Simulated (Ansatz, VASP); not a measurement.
Si in VASP and in Ansatz

Contents of INCAR:

```
SYSTEM = Si
PREC = Accurate ; ENCUT = 500
EDIFF = 1E-6 ; ISMEAR = 0
SIGMA = 0.02 ; LREAL = .False.
LASPH = .True. ; NELM = 120
ALGO = Normal ; ISIF = 2
LWAVE = .False. ; LCHARG = .False.
GGA = PE ; NBANDS = 11
GGA_COMPAT = .False.
```

File KPOINTS:

```
regular mesh
0
Gamma
  8 8 8
  0 0 0
```

File POSCAR:

```
Si
1.0
    0.0000000000      2.7348308335      2.7348308335
    2.7348308335      0.0000000000      2.7348308335
    2.7348308335      2.7348308335      0.0000000000
Si
2
Direct
    0.0000000000      0.0000000000      0.0000000000
    0.2500000000      0.2500000000      0.2500000000
```

Input for Ansatz:

```yaml
crystal:
  lattice:
    - [0.0, 2.7348308335, 2.7348308335]
    - [2.7348308335, 0.0, 2.7348308335]
    - [2.7348308335, 2.7348308335, 0.0]
  atoms:
    - { symbol: Si, position: [0.0, 0.0, 0.0] }
    - { symbol: Si, position: [0.25, 0.25, 0.25] }
basis:
  ecutwfc: 420
kpoints:
  mp_grid: { grid: [8, 8, 8] }
  band_path:
    path:
      - [[0.0, 0.0, 0.0], [0.5, 0.0, 0.5], [0.625, 0.25, 0.625]]
      - [[0.375, 0.375, 0.75], [0.0, 0.0, 0.0], [0.5, 0.5, 0.5], [0.5, 0.25, 0.75], [0.5, 0.0, 0.5]]
    npoints: 10
hamiltonian:
  xc: pbe
  pseudopotentials: { kind: paw, azcp: { folder: soft_1 } }
scf:
  occupations: { method: gaussian, width: 0.02 }
  n_extra_bands: 7
output:
  forces: true
  stress: true
  eigenvalues: true
```

Alike in both runs: task single point; functional PBE; k mesh 8 × 8 × 8; occupations gaussian, width 0.02 eV; no spin polarisation.

```csv
,VASP,Ansatz
version,VASP 6.6.1,Ansatz 0.2.0
potentials or method,"VASP PAW PBE potentials, release 64 (Si), cutoff 500 eV","scalar-relativistic, plane waves, PAW"
valence electrons in the cell,8,8
```

```csv
,VASP,Ansatz,Ansatz less VASP
gap on the k mesh at the Fermi level (eV),0.65,0.65,-0.002
least direct gap on the mesh (eV),2.56,2.55,-0.005
pressure (GPa),0.0,0.0,+0.06
```

With one functional, cell and mesh, what is left measures potentials, basis and numerics.
